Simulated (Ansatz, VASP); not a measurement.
## BeRu in VASP and in Ansatz

The input INCAR:

```
ALGO = Fast
EDIFF = 1E-6
ENCUT = 520
GGA = PE
ISIF = 2
ISMEAR = -1
LASPH = T
LCHARG = T
LELF = T
LREAL = F
LVHAR = T
LWAVE = F
NBANDS = 15
NELM = 100
PREC = Accurate
SIGMA = 0.05
```

KPOINTS

```
k-points
0
Gamma
  12 12 7
```

The input POSCAR:

```
BeRu
1.0
    2.4655923448      0.0000000000      0.0000000000
   -1.2327961724      2.1352656011      0.0000000000
    0.0000000000      0.0000000000      3.7442210266
Be Ru
1 1
Direct
    0.0000000000      0.0000000000      0.5000000000
    0.6666666700      0.3333333300      0.0000000000
```

input.yaml

```yaml
crystal:
  lattice:
    - [2.4655923448, 0.0, 0.0]
    - [-1.2327961724, 2.1352656011, 0.0]
    - [0.0, 0.0, 3.7442210266]
  atoms:
    - { symbol: Be, position: [0.0, 0.0, 0.5] }
    - { symbol: Ru, position: [0.66666667, 0.33333333, 0.0] }
kpoints:
  mp_grid: { grid: [12, 12, 7] }
scf:
  occupations: { method: fermi_dirac, width: 0.05 }
hamiltonian:
  xc: pbe
  pseudopotentials: { kind: all_electron, lapw: { basis_error: 0.0005 } }
output:
  forces: true
  stress: true
  eigenvalues: true
```

Change from the starting cell: volume scaled by 0.96.

Alike in both runs: task single point; functional PBE; k mesh 12 × 12 × 7; occupations fermi-dirac, width 0.05 eV; no spin polarisation.

|  | VASP | Ansatz |
| --- | --- | --- |
| version | VASP 6.6.1 | Ansatz 0.2.0 |
| potentials or method | VASP PAW PBE potentials, release 64 (Be, Ru_pv), cutoff 520 eV | all-electron LAPW, scalar-relativistic |

|  | VASP | Ansatz | Ansatz less VASP |
| --- | --- | --- | --- |
| gap on the k mesh at the Fermi level (eV) | none | none | - |
| pressure (GPa) | 52.8 | 52.5 | -0.29 |
| traceless stress, the component that is largest in VASP (GPa) | -32.37 | -32.22 | +0.151 |

A gap of «none» marks a metal or a gap that the smearing closes. Both programs put the cell under a high pressure, so it lies far from rest at this level. Ansatz ran all-electron here, and VASP with PAW potentials.
